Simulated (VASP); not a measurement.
# ScGa3P2 (P6/mmm) in VASP: notebook

The runs below take ScGa3P2 through single point, with PBE.

Program: VASP 6.6.1. These are calculated values, not measurements. Logs are shortened: lines on timing, memory, paths and dates and some standing lists are left out, and cuts for length are marked.

## (1) The cell of the first run

The structure is hexagonal, space group P6/mmm (No. 191). The conventional cell has a = 3.781 Å, b = 3.781 Å, c = 6.654 Å, α = 90.00°, β = 90.00°, γ = 120.00°. Sc (site symmetry 6/mmm) has 2 P at 1.01 Å within 1.4 Å. Within 2.5 Å of Ga (site symmetry mmm) lie 4 Ga at 1.89 Å. Within 1.4 Å of P (site symmetry 6mm) lie 1 Sc at 1.01 Å.

The cell was built from a structure type or drawn by symmetry, and may not be a known phase.

## (2) Single point, PBE

File INCAR:

```
PREC = Accurate
ENCUT = 520
EDIFF = 1E-6
ISMEAR = 0
SIGMA = 0.1
LREAL = F
LASPH = T
NELM = 80
ALGO = Normal
ISIF = 2
LWAVE = F
LCHARG = F
GGA = PE
NBANDS = 39
```

File KPOINTS:

```
regular mesh
0
Gamma
  6 6 4
```

File POSCAR:

```
ScGa3P2
1.0
    3.7810726200      0.0000000000      0.0000000000
   -1.8905363100      3.2745049500      0.0000000000
    0.0000000000      0.0000000000      6.6540950000
Sc Ga P
1 3 2
Direct
    0.0000000000      0.0000000000      0.0000000000
    0.5000000000      0.0000000000      0.5000000000
    0.0000000000      0.5000000000      0.5000000000
    0.5000000000      0.5000000000      0.5000000000
    0.0000000000      0.0000000000      0.1510669500
    0.0000000000      0.0000000000      0.8489330500
```

Potentials or basis: VASP PAW PBE potentials, release 64 (Sc_sv, Ga_d, P).

The run is started by

```sh
> cat potpaw_PBE.64/Sc_sv/POTCAR potpaw_PBE.64/Ga_d/POTCAR potpaw_PBE.64/P/POTCAR > POTCAR
> mpirun -np 1 vasp_std > vasp.out
```

OUTCAR:

```text
PREC = Accurate
   ENCUT = 520
   EDIFF = 1E-6
   ISMEAR = 0
   LREAL = F
   LASPH = T
   NELM = 80
   ISIF = 2
   GGA = PE

 ion  position               nearest neighbor table
   1  0.000  0.000  0.000-   5 1.01   6 1.01
   2  0.500  0.000  0.500-   3 1.89   4 1.89   4 1.89   3 1.89
   3  0.000  0.500  0.500-   4 1.89   4 1.89   2 1.89   2 1.89
   4  0.500  0.500  0.500-   3 1.89   3 1.89   2 1.89   2 1.89
   5  0.000  0.000  0.151-   1 1.01   6 2.01
   6  0.000  0.000  0.849-   1 1.01   5 2.01

 -----------------------------------------------------------------------------
|                                                                             |
|           W    W    AA    RRRRR   N    N  II  N    N   GGGG   !!!           |
|           W    W   A  A   R    R  NN   N  II  NN   N  G    G  !!!           |
|           W    W  A    A  R    R  N N  N  II  N N  N  G       !!!           |
|           W WW W  AAAAAA  RRRRR   N  N N  II  N  N N  G  GGG   !            |
|           WW  WW  A    A  R   R   N   NN  II  N   NN  G    G                |
|           W    W  A    A  R    R  N    N  II  N    N   GGGG   !!!           |
|                                                                             |
|     The distance between some ions is very small. Please check the          |
|     nearest-neighbor list in the OUTCAR file.                               |
|     I HOPE YOU KNOW WHAT YOU ARE DOING!                                     |
|                                                                             |
 -----------------------------------------------------------------------------

  LATTYP: Found a hexagonal cell.
 ALAT       =     3.7810726200
 C/A-ratio  =     1.7598432161

  Lattice vectors:

 A1 = (   3.7810726200,   0.0000000000,   0.0000000000)
 A2 = (  -1.8905363100,   3.2745049500,   0.0000000000)
 A3 = (   0.0000000000,   0.0000000000,   6.6540950000)

Analysis of symmetry for initial positions (statically):
=====================================================================
 Subroutine PRICEL returns:
 Original cell was already a primitive cell.

 Routine SETGRP: Setting up the symmetry group for a
 hexagonal supercell.

 Subroutine GETGRP returns: Found 24 space group operations
 (whereof 24 operations were pure point group operations)
 out of a pool of 24 trial point group operations.

The static configuration has the point symmetry D_6h.

Analysis of symmetry for dynamics (positions and initial velocities):
=====================================================================
 Subroutine PRICEL returns:
 Original cell was already a primitive cell.

 Routine SETGRP: Setting up the symmetry group for a
 hexagonal supercell.

 Subroutine GETGRP returns: Found 24 space group operations
 (whereof 24 operations were pure point group operations)
 out of a pool of 24 trial point group operations.

The dynamic configuration has the point symmetry D_6h.

 Subroutine INISYM returns: Found 24 space group operations
 (whereof 24 operations are pure point group operations),
 and found     1 'primitive' translations

----------------------------------------------------------------------------------------

                                     Primitive cell

  volume of cell :      82.3853

  direct lattice vectors                    reciprocal lattice vectors
     3.781072620  0.000000000  0.000000000     0.264475217  0.152694837  0.000000000
    -1.890536310  3.274504950  0.000000000     0.000000000  0.305389674  0.000000000
     0.000000000  0.000000000  6.654095000     0.000000000  0.000000000  0.150283397

  length of vectors
     3.781072620  3.781072627  6.654095000     0.305389675  0.305389674  0.150283397

  position of ions in fractional coordinates (direct lattice)
     0.000000000  0.000000000  0.000000000
     0.500000000  0.000000000  0.500000000
     0.000000000  0.500000000  0.500000000
     0.500000000  0.500000000  0.500000000
     0.000000000  0.000000000  0.151066950
     0.000000000  0.000000000  0.848933050

  ion indices of the primitive-cell ions
   primitive index   ion index
                 1           1
                 2           2
                 3           3
                 4           4
                 5           5
                 6           6

----------------------------------------------------------------------------------------

 KPOINTS: regular mesh

Automatic generation of k-mesh.
 Grid dimensions read from file:
 generate k-points for:    6    6    4

 Generating k-lattice:

  Cartesian coordinates                     Fractional coordinates (reciprocal lattice)
     0.044079203  0.025449140  0.000000000     0.166666667  0.000000000  0.000000000
     0.000000000  0.050898279  0.000000000     0.000000000  0.166666667  0.000000000
     0.000000000  0.000000000  0.037570849     0.000000000  0.000000000  0.250000000

  Length of vectors
     0.050898279  0.050898279  0.037570849

  Shift w.r.t. Gamma in fractional coordinates (k-lattice)
     0.000000000  0.000000000  0.000000000

 Subroutine IBZKPT returns following result:
 ===========================================

 Found     21 irreducible k-points:

 Following reciprocal coordinates:
            Coordinates               Weight
  0.000000  0.000000  0.000000      1.000000
  0.166667  0.000000  0.000000      6.000000
  0.333333 -0.000000  0.000000      6.000000
  0.500000  0.000000  0.000000      3.000000
  0.166667  0.166667  0.000000      6.000000
  0.333333  0.166667  0.000000     12.000000
[... 13 lines left out ...]
  0.333333  0.166667  0.500000     12.000000
  0.333333  0.333333  0.500000      2.000000
   k-points           NKPTS =     21   k-points in BZ     NKDIM =     21   number of bands    NBANDS=     39
   number of dos      NEDOS =    301   number of ions     NIONS =      6
   total plane-waves  NPLWV =  39200
   dimension x,y,z NGX =    28 NGY =   28 NGZ =   50
   dimension x,y,z NGXF=    56 NGYF=   56 NGZF=  100
   ions per type =               1   3   2
   NGX,Y,Z   is equivalent  to a cutoff of  12.31, 12.31, 12.49 a.u.
   NGXF,Y,Z  is equivalent  to a cutoff of  24.62, 24.62, 24.98 a.u.
 SYSTEM =  unknown system
   PREC   = accura    normal or accurate (medium, high low for compatibility)
   ISTART =      0    job   : 0-new  1-cont  2-samecut
   ICHARG =      2    charge: 1-file 2-atom 10-const
   ISPIN  =      1    spin polarized calculation?
   LNONCOLLINEAR =      F non collinear calculations
   LSORBIT =      F    spin-orbit coupling
   LASPH  =      T    aspherical Exc in radial PAW
   ENCUT  =  520.0 eV  38.22 Ry    6.18 a.u.   7.03  7.03 12.37*2*pi/ulx,y,z
   NELM   =     80;   NELMIN=  2; NELMDL= -5     # of ELM steps
   EDIFF  = 0.1E-05   stopping-criterion for ELM
   LREAL  =      F    real-space projection
   EDIFFG = 0.1E-04   stopping-criterion for IOM
   NSW    =      0    number of steps for IOM
   IBRION =     -1    ionic relax: 0-MD 1-quasi-New 2-CG
   NFREE  =      0    steps in history (QN), initial steepest desc. (CG)
   ISIF   =      2    stress and relaxation
   ISYM   =      2    0-nonsym 1-usesym 2-fastsym
   POTIM  = 0.5000    time-step for ionic-motion
   TEBEG  =    0.0;   TEEND  =   0.0 temperature during run
   PSTRESS=    0.0 pullay stress
   NELECT =      60.0000    total number of electrons
   NUPDOWN=      -1.0000    fix difference up-down
   EMIN   =  10.00;   EMAX   =-10.00  energy-range for DOS
   EFERMI =   0.00;   METHOD = LEGACY
   ISMEAR =     0;   SIGMA  =   0.10  broadening in eV -4-tet -1-fermi 0-gaus
   EFERMI_NEDOS =   21; number of points for ismear=-14 and -15
   IALGO  =     38    algorithm
   IMIX   =      4    mixing-type and parameters
     AMIX     =   0.40;   BMIX     =  1.00
     AMIX_MAG =   1.60;   BMIX_MAG =  1.00
  volume/ion in A,a.u.               =      13.73        92.66
  Fermi-wavevector in a.u.,A,eV,Ry     =   1.472907  2.783391 29.517232  2.169455
  Thomas-Fermi vector in A             =   2.587865
   LORBIT       =      0    0 simple, 1 ext, 2 COOP (PROOUT), +10 PAW based schemes
   GGA     = PE    functional components
   LHFCALC =     F    Hartree Fock is set to
   AEXX    =    0.0000 exact exchange contribution
   IVDW    =     0    specifies the selected vdW correction
   LEPSILON=     F    determine dielectric tensor
   LRPA    =     F    only Hartree local field effects (RPA)
 non-spin polarized calculation
 Gauss-broadening in eV      SIGMA  =   0.10
  energy-cutoff  :      520.00
  volume of cell :       82.39
 maximum number of plane-waves:      2235
   NGX = 15   NGY = 15   NGZ = 25

 number of electron      59.9999980 magnetization

 Free energy of the ion-electron system (eV)
  ---------------------------------------------------
  ext. energy  EPLUGINS =         0.00000000
  ---------------------------------------------------
  free energy    TOTEN  =        88.29783509 eV

  energy without entropy =       88.32315234  energy(sigma->0) =       88.31049371

 E-fermi :   8.0345     XC(G=0): -11.4638

 val. band max:        8.0310064859   @ k =   0.0000   0.0000   0.5000
 cond. band min:       8.0363851238   @ k =   0.3333   0.1667   0.0000
 fundamental gap:      0.0053786379
 Fermi energy:         8.0345461217

 k-point     1 :       0.0000    0.0000    0.0000
  band No.  band energies     occupation
      1     -42.1240      2.00000
      2     -30.8215      2.00000
      3     -20.5647      2.00000
      4     -20.5647      2.00000
      5     -12.7495      2.00000
      6     -11.0922      2.00000
[... 31 lines left out ...]
     38      13.0836      0.00000
     39      13.0836      0.00000

 k-point     2 :       0.1667    0.0000    0.0000
  band No.  band energies     occupation
      1     -42.1233      2.00000
      2     -30.8205      2.00000
      3     -20.5847      2.00000
      4     -20.5697      2.00000
      5     -12.4977      2.00000
      6     -11.0415      2.00000
[... 787 lines left out ...]
     38      14.2427      0.00000
     39      15.7266      0.00000

 k-point    21 :       0.3333    0.3333    0.5000
  band No.  band energies     occupation
      1     -42.1207      2.00000
      2     -30.8173      2.00000
      3     -20.6206      2.00000
      4     -20.6206      2.00000
      5     -10.6138      2.00000
      6     -10.6138      2.00000
[... 31 lines left out ...]
     38      13.6341      0.00000
     39      16.1920      0.00000

------------------------ aborting loop because EDIFF is reached ----------------------------------------

  FORCE on cell =-STRESS in cart. coord.  units (eV):
  Direction    XX          YY          ZZ          XY          YZ          ZX
  --------------------------------------------------------------------------------------
  -------------------------------------------------------------------------------------
  Total       67.5320880     67.5320883    330.4527552      0.0000000      0.0000000     -0.0000000
  in kB     1313.3216186   1313.3216246   6426.4375689      0.0000000      0.0000000     -0.0000000
  external PRESSURE =    3017.6936040 kB  Pullay stress =       0.0000000 kB

 VOLUME and BASIS-vectors are now :
 -----------------------------------------------------------------------------
  energy-cutoff  :      520.00
  volume of cell :       82.39
      direct lattice vectors                 reciprocal lattice vectors
     3.781072620  0.000000000  0.000000000     0.264475217  0.152694837  0.000000000
    -1.890536310  3.274504950  0.000000000     0.000000000  0.305389674  0.000000000
     0.000000000  0.000000000  6.654095000     0.000000000  0.000000000  0.150283397

 POSITION                                       TOTAL-FORCE (eV/Angst)
 -----------------------------------------------------------------------------------
      0.00000      0.00000      0.00000         0.000000      0.000000      0.000000
      1.89054      0.00000      3.32705         0.000000      0.000000      0.000000
     -0.94527      1.63725      3.32705         0.000000      0.000000      0.000000
      0.94527      1.63725      3.32705         0.000000      0.000000      0.000000
      0.00000      0.00000      1.00521         0.000000      0.000000    160.998080
      0.00000      0.00000      5.64888        -0.000000     -0.000000   -160.998080
 -----------------------------------------------------------------------------------
    total drift:                                0.000000      0.000000      0.000000

  FREE ENERGIE OF THE ION-ELECTRON SYSTEM (eV)
  ---------------------------------------------------
  free  energy   TOTEN  =        88.2978350898 eV

  energy  without entropy=       88.3231523386  energy(sigma->0) =       88.31049371
```

Wall time 53 s (1 thread of Intel Xeon 6975P-C (Granite Rapids), shared host); peak memory 0.22 GiB.

Results:

- Free energy: 88.2978 eV
- Pressure: 301.8 GPa
- Largest force: 160.998 eV/Å
- Band gap on the k mesh: zero (bands 30 and 31 overlap by 2.15 eV)

Forces on the atoms (eV/Å):
```
Sc     0.000    0.000    0.000
Ga     0.000    0.000    0.000
Ga     0.000    0.000    0.000
Ga     0.000    0.000    0.000
P      0.000    0.000  160.998
P      0.000    0.000 -160.998
```

Caveat: atoms lie so close that the PAW spheres overlap strongly, which falsifies energies and pressures; the cell stands under pressure; forces of over 1 eV/Å act on the atoms, so gaps and moduli don't describe the material at rest.

## (3) Single point, PBE

This run uses another cell than the first one, of 31.02 Å³/atom.

File INCAR:

```
SYSTEM = ScGa3P2
PREC     = Accurate       ! precision mode
ENCUT    = 520            ! plane-wave cutoff, eV
EDIFF    = 1E-6           ! SCF threshold, eV
ISMEAR   = 0              ! smearing method
SIGMA    = 0.1            ! smearing width, eV
LREAL    = .False.        ! projectors in reciprocal space
LASPH    = .True.         ! aspherical terms in the spheres
NELM     = 60             ! most SCF steps
ALGO     = Normal         ! electronic algorithm
ISIF     = 2              ! what is computed and relaxed
LWAVE    = .False.        ! write WAVECAR
LCHARG   = .False.        ! write CHGCAR
GGA      = PE             ! functional
NBANDS   = 39             ! bands
```

File KPOINTS:

```
regular mesh
0
Gamma
  6 6 4
  0 0 0
```

File POSCAR:

```
ScGa3P2
1.0
    5.6092095166      0.0000000000      0.0000000000
   -2.8046047583      4.8577179365      0.0000000000
    0.0000000000      0.0000000000      6.8296800159
Sc Ga P
1 3 2
Direct
    0.0000000000      0.0000000000      0.0000000000
    0.5000000000      0.0000000000      0.5000000000
    0.0000000000      0.5000000000      0.5000000000
    0.5000000000      0.5000000000      0.5000000000
    0.0000000000      0.0000000000      0.3463647006
    0.0000000000      0.0000000000      0.6536352994
```

Potentials or basis: VASP PAW PBE potentials, release 64 (Sc_sv, Ga_d, P).

The run is started by

```sh
> cat potpaw_PBE.64/Sc_sv/POTCAR potpaw_PBE.64/Ga_d/POTCAR potpaw_PBE.64/P/POTCAR > POTCAR
> mpirun -np 1 vasp_std > vasp.out
```

Wall time 92 s (1 thread of Intel Xeon 6975P-C (Granite Rapids), shared host); peak memory 0.37 GiB.

Results (log left out):

```yaml
Free_energy: -23.6040 eV
Pressure: 0.0 GPa
Largest_force: 0.095 eV/Å
Band_gap_on_the_k_mesh: zero (bands 30 and 31 overlap by 1.73 eV)
```

Forces in eV/Å, atoms in the order of the input:
```
Sc   0.000  0.000  0.000
Ga   0.000  0.000  0.000
Ga   0.000  0.000  0.000
Ga   0.000  0.000  0.000
P    0.000  0.000  0.095
P    0.000  0.000 -0.095
```

Levels at points of the mesh, in eV from the Fermi level:
```csv
k point,band 27,band 28,band 29,band 30,band 31,band 32,band 33,band 34
"(0.00, 0.00, 0.00)",-3.36,-2.79,-1.63,-1.63,-0.51,-0.36,0.61,0.61
"(0.50, 0.00, 0.00)",-1.89,-1.42,-0.63,-0.53,0.25,0.67,0.93,1.05
"(0.00, 0.00, 0.50)",-3.34,-2.79,-1.59,-0.89,-0.89,0.30,0.42,0.42
"(0.50, 0.00, 0.50)",-1.74,-1.34,-0.91,-0.45,-0.38,0.46,0.74,0.81
```

## (4) Single point, PBE

This run uses another cell than the first one, of 31.24 Å³/atom.

File INCAR:

```
PREC = Accurate
ENCUT = 520
EDIFF = 1E-6
ISMEAR = 0
SIGMA = 0.1
LREAL = False
LASPH = True
NELM = 80
ALGO = Normal
ISIF = 2
LWAVE = False
LCHARG = False
GGA = PE
NBANDS = 39
```

File KPOINTS:

```
Automatic mesh
0
Gamma
  12 12 6
```

File POSCAR:

```
ScGa3P2
1.0
    5.6334533254      0.0000000000      0.0000000000
   -2.8167266627      4.8787136908      0.0000000000
    0.0000000000      0.0000000000      6.8190755412
Sc Ga P
1 3 2
Direct
    0.0000000000      0.0000000000      0.0000000000
    0.5000000000      0.0000000000      0.5000000000
    0.0000000000      0.5000000000      0.5000000000
    0.5000000000      0.5000000000      0.5000000000
    0.0000000000      0.0000000000      0.3463867437
    0.0000000000      0.0000000000      0.6536132563
```

The run is started by

```sh
> cat potpaw_PBE.64/Sc_sv/POTCAR potpaw_PBE.64/Ga_d/POTCAR potpaw_PBE.64/P/POTCAR > POTCAR
> mpirun -np 1 vasp_std > vasp.out
```

Wall time 5.6 min (1 thread of Intel Xeon 6975P-C (Granite Rapids), shared host); peak memory 0.62 GiB.

Results (log left out):

```
Free energy            : -23.5835 eV
Pressure               : 0.0 GPa
Largest force          : 0.095 eV/Å
Band gap on the k mesh : zero (bands 30 and 31 overlap by 1.60 eV)
```

Forces on the atoms (eV/Å):
```
Sc   0.000  0.000  0.000
Ga   0.000  0.000  0.000
Ga   0.000  0.000  0.000
Ga   0.000  0.000  0.000
P    0.000  0.000  0.095
P    0.000  0.000 -0.095
```

Levels at points of the mesh, in eV from the Fermi level:
```tsv
k point	band 27	band 28	band 29	band 30	band 31	band 32	band 33	band 34
(0.00, 0.00, 0.00)	-3.30	-2.66	-1.59	-1.59	-0.46	-0.28	0.63	0.63
(0.50, 0.00, 0.00)	-1.84	-1.39	-0.63	-0.47	0.28	0.68	0.95	1.13
(0.00, 0.00, 0.50)	-3.28	-2.66	-1.53	-0.84	-0.84	0.38	0.45	0.45
(0.50, 0.00, 0.50)	-1.72	-1.28	-0.90	-0.41	-0.31	0.50	0.76	0.84
```

## (5) Summary

```csv
cell,k mesh,gap on the mesh (eV),pressure (GPa),largest force (eV/Å)
"a = 3.781, b = 3.781, c = 6.654 Å, angles 90.0, 90.0, 120.0°, 6 atoms, atomic positions A",6 × 6 × 4,none,301.8,161.00
"a = 5.609, b = 5.609, c = 6.830 Å, angles 90.0, 90.0, 120.0°, 6 atoms, atomic positions B",6 × 6 × 4,none,0.0,0.10
"a = 5.633, b = 5.633, c = 6.819 Å, angles 90.0, 90.0, 120.0°, 6 atoms, atomic positions B",12 × 12 × 6,none,0.0,0.09
```

Alike in all rows: task single point; level PBE; potentials or basis VASP PAW PBE potentials, release 64 (Sc_sv, Ga_d, P); no spin polarisation; cutoff (eV) 520; smearing gaussian 0.1 eV.

Caveats: atoms lie so close that the PAW spheres overlap strongly, which falsifies energies and pressures (at least some runs); the cell stands under pressure (at least some runs); forces of over 1 eV/Å act on the atoms, so gaps and moduli don't describe the material at rest (at least some runs).

Absolute energies hang on the potentials; compare differences alone.
